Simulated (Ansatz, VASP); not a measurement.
Two plane-wave programs on MgS

```xyz
2
Lattice="0.0000 2.5395 2.5395 2.5395 0.0000 2.5395 2.5395 2.5395 0.0000" Properties=species:S:1:pos:R:3 pbc="T T T"
Mg    0.0000    0.0000    0.0000
S     2.5395    2.5395    2.5395
```

Change from the starting cell: strained cell.

Alike in both runs: task relaxation of the atoms; functional LDA; k mesh 6 × 6 × 6; occupations gaussian, width 0.02 eV; no spin polarisation.

|  | VASP | Ansatz |
| --- | --- | --- |
| version | VASP 6.6.1 | Ansatz 0.2.0 |
| potentials or method | VASP PAW LDA potentials, release 64 (Mg, S), cutoff 520 eV | scalar-relativistic, plane waves, PAW |
| valence electrons in the cell | 8 | 16 |

```csv
,VASP,Ansatz,Ansatz less VASP
"gap on the k mesh at the Fermi level, each at its own relaxed structure (eV)",2.71,2.71,-0.001
```

Ansatz warns that its potentials were made for another functional, while VASP's fit it. LDA's correlation is that of Perdew and Zunger in VASP and of Perdew and Wang (1992) in Ansatz. VASP's potentials hold 8 valence electrons a cell and Ansatz's 16, so a difference there can come from the potentials and not from the codes. Ansatz's warnings: stress scf threshold loose.

Noted on VASP's run: the relaxation stopped at its first step, so nothing moved.
